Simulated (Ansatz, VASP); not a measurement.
# One calculation of Ga, two programs

```xyz
1
Lattice="0.0000 2.1601 2.1601 2.1601 0.0000 2.1601 2.1601 2.1601 0.0000" Properties=species:S:1:pos:R:3 pbc="T T T"
Ga    0.0000    0.0000    0.0000
```

Alike in both runs: task single point; functional PBEsol; k mesh 8 × 8 × 8; occupations gaussian, width 0.1 eV; no spin polarisation.

```csv
,VASP,Ansatz
version,VASP 6.6.1,Ansatz 0.2.0
potentials or method,"VASP PAW PBE potentials, release 64 (Ga_d), cutoff 500 eV","scalar-relativistic, plane waves, PAW"
valence electrons in the cell,13,13
```

|  | VASP | Ansatz | Ansatz less VASP |
| --- | --- | --- | --- |
| gap on the k mesh at the Fermi level (eV) | none | none | - |
| pressure (GPa) | -5.6 | -5.6 | 0.00 |

VASP's potentials were made for PBE, not for PBEsol. A gap of «none» marks a metal or a gap that the smearing closes. The functional is the same, so the differences come from potentials, cutoffs and numerics.
